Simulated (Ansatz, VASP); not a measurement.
## Rh in VASP and in Ansatz

File POSCAR:

```
Rh
1.0
    0.0000000000      1.8208825405      1.8208825405
    1.8208825405      0.0000000000      1.8208825405
    1.8208825405      1.8208825405      0.0000000000
Rh
1
Direct
    0.0000000000      0.0000000000      0.0000000000
```

File INCAR.step1:

```
SYSTEM = Rh
PREC = Accurate
ENCUT = 520
ISMEAR = -1
SIGMA = 0.05
LREAL = .FALSE.
LASPH = .TRUE.
NELM = 150
ISPIN = 2
MAGMOM = 1
LMAXMIX = 4
NBANDS = 18
GGA = PE
ALGO = Normal
EDIFF = 1E-4
LWAVE = .TRUE.
LCHARG = .FALSE.
```

The input INCAR.step2:

```
SYSTEM = Rh
PREC = Accurate
ENCUT = 520
EDIFF = 1E-7
ISMEAR = -1
SIGMA = 0.05
LREAL = .FALSE.
LASPH = .TRUE.
NELM = 150
ALGO = Normal
ISIF = 2
LWAVE = .FALSE.
LCHARG = .FALSE.
ISPIN = 2
MAGMOM = 1
LORBIT = 11
LMAXMIX = 4
METAGGA = R2SCAN
LMIXTAU = .TRUE.
NBANDS = 18
ISTART = 1
```

KPOINTS

```
Automatic mesh
0
G
  23 23 23
  0 0 0
```

Input for Ansatz:

```yaml
crystal:
  lattice:
    - [0.0, 1.8208825357, 1.8208825357]
    - [1.8208825357, 0.0, 1.8208825357]
    - [1.8208825357, 1.8208825357, 0.0]
  atoms:
    - { symbol: Rh, position: [0.0, 0.0, 0.0], spin: 1.0 }
hamiltonian:
  xc: r2scan
  pseudopotentials:
    kind: paw
    azcp:
      Rh: "pseudopotentials/Rh.paw.azcp"
basis:
  ecutwfc: 500
  fft_grid_basis: typed
kpoints:
  mp_grid: { grid: [23, 23, 23], shift: [0, 0, 0] }
magnetization:
  spin_polarized: true
scf:
  occupations: { method: fermi_dirac, width: 0.05 }
output:
  stress: true
```

Alike in both runs: task single point; functional r2SCAN; k mesh 23 × 23 × 23; occupations fermi-dirac, width 0.05 eV; collinear spin.

```csv
,VASP,Ansatz
version,VASP 6.6.1,Ansatz 0.2.0
potentials or method,"VASP PAW PBE potentials, release 64 (Rh_pv), cutoff 520 eV","plane waves (500 eV) with PAW, scalar-relativistic"
valence electrons in the cell,15,17
```

|  | VASP | Ansatz | Ansatz less VASP |
| --- | --- | --- | --- |
| net moment per atom (μB) | 0.00 | 0.00 | 0.000 |

VASP's potentials were made for PBE, not for r2SCAN. VASP's potentials hold 15 valence electrons a cell and Ansatz's 17, so a difference there can come from the potentials and not from the codes. Ansatz's warnings: seeded moment not kept, stability check not made.
